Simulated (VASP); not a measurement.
The system is BAs.

```
As B
1.0
     0.00000    2.43535    2.43535
     2.43535    0.00000    2.43535
     2.43535    2.43535    0.00000
As B
1 1
Direct
  0.75000 0.75000 0.75000
  0.00000 0.00000 0.00000
```

This cell differs from its parent crystal: volume scaled by 1.06.

Base run:

| Property | Result |
| --- | --- |
| Program | VASP 6.6.1 |
| Functional | PBE |
| Potentials or basis | VASP PAW PBE potentials, release 64 (As, B) |
| Cutoff | 520 eV |
| k mesh | 10 × 10 × 10 |
| Occupations | fermi-dirac, width 0.05 eV |
| Spin | no spin polarisation |

Its results: band gap on the k mesh 1.23 eV, indirect (least direct gap 3.21 eV); pressure -4.1 GPa.

Task: The run is repeated on the same cell with these changes: functional from PBE to BLYP; dispersion from none to D4. What comes out?

Result: Band gap on the k mesh 1.45 eV, indirect (least direct gap 3.29 eV); pressure -7.0 GPa.

Several settings changed at once, so the effect can't be laid on one alone.

Caveats: the PAW data sets were made with another functional, which shifts forces and pressure a little (some runs).

A k mesh can miss the band edges.
